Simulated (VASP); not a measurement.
Input of a VASP 6.6.1 run:

The input INCAR:

```
PREC = Accurate ; ENCUT = 600
EDIFF = 1E-7 ; ISMEAR = -1
SIGMA = 0.03 ; LREAL = F
LASPH = T ; NELM = 60
ALGO = Normal ; ISIF = 3
LWAVE = F ; LCHARG = F
GGA = PS ; IBRION = 2
NSW = 100 ; EDIFFG = -0.01
```

File KPOINTS:

```
regular mesh
0
Gamma
  6 6 6
```

The input POSCAR:

```
Li2CdSiS4
1.0
   -2.5636372678      2.5636372678      5.1272745356
    2.5636372678     -2.5636372678      5.1272745356
    2.5636372678      2.5636372678     -5.1272745356
Li Cd Si S
2 1 1 4
Direct
    0.7500000000      0.2500000000      0.5000000000
    0.2500000000      0.7500000000      0.5000000000
    0.0000000000      0.0000000000      0.0000000000
    0.5000000000      0.5000000000      0.0000000000
    0.8830000000      0.8830000000      0.5100000000
    0.1170000000      0.6270000000      0.0000000000
    0.6270000000      0.1170000000      0.0000000000
    0.3730000000      0.3730000000      0.4900000000
```

Potentials or basis: VASP PAW PBE potentials, release 64 (Li_sv, Cd, Si, S).

The run is started by

```sh
$ cat potpaw_PBE.64/Li_sv/POTCAR potpaw_PBE.64/Cd/POTCAR potpaw_PBE.64/Si/POTCAR potpaw_PBE.64/S/POTCAR > POTCAR
$ mpirun -np 1 vasp_std > vasp.out
```

Question: Predict the relaxed volume.

Answer: 20.12 Å³/atom.

Question: Estimate the band gap on the k mesh.

Answer: 2.58 eV (least direct gap 2.84 eV).

Forces in eV/Å, atoms in the order of the input:
```
Li   0.000  0.000  0.000
Li   0.000  0.000  0.000
Cd   0.000  0.000  0.000
Si   0.000  0.000  0.000
S   -0.005 -0.005  0.004
S   -0.005  0.005 -0.004
S    0.005 -0.005 -0.004
S    0.005  0.005  0.004
```

Caveat: the cutoff is under 1.25 times the usual one of these potentials, so pressure, stress and relaxed cells hold a basis-set (Pulay) error; the volume moved by over 15 % at a fixed basis, so the end points are rough; the PAW data sets were made with another functional, which shifts forces and pressure a little. A k mesh can miss the band edges.
